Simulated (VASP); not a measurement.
Input of a VASP 6.6.1 run:

INCAR

```
SYSTEM = WC
PREC = Accurate ; ENCUT = 1300
EDIFF = 1E-6 ; ISMEAR = 0
SIGMA = 0.15 ; LREAL = .FALSE.
LASPH = .TRUE. ; NELM = 120
ALGO = Normal ; ISIF = 2
LWAVE = .FALSE. ; LCHARG = .FALSE.
GGA = PS ; NBANDS = 16
GGA_COMPAT = .FALSE.
```

Contents of KPOINTS:

```
regular mesh
0
G
  6 6 6
  0 0 0
```

The input POSCAR:

```
WC
1.0
    2.9005014360      0.0000000000      0.0000000000
   -1.4502507180      2.5119079273      0.0000000000
    0.0000000000      0.0000000000      2.8290000000
W C
1 1
Direct
    0.0000000000      0.0000000000     -0.1060445387
    0.6666666667      0.3333333333      0.5000000000
```

Potentials or basis: VASP PAW PBE potentials, release 64 (W_sv, C_h).

Launch:

```console
$ cat potpaw_PBE.64/W_sv/POTCAR potpaw_PBE.64/C_h/POTCAR > POTCAR
$ mpirun -np 1 vasp_std > vasp.out
```

Q: Estimate the band gap on the k mesh.

A: Zero (bands 9 and 10 overlap by 1.85 eV).

Q: Estimate the pressure.

A: 20.6 GPa.

Stress tensor (GPa, compression positive):
```
19.62  0.00  0.00
 0.00 19.62  0.00
 0.00  0.00 22.50
```

Caveat: the k points lie up to 0.42 Å⁻¹ apart, too coarse for converged energies and pressures of a metal; the cell differs from its parent crystal (all W atoms moved -0.300 Å, as atom 1 along Cartesian [0 0 1]); the PAW data sets were made with another functional, which shifts forces and pressure a little; spin-orbit coupling is left out, which moves the levels of the heavy elements.
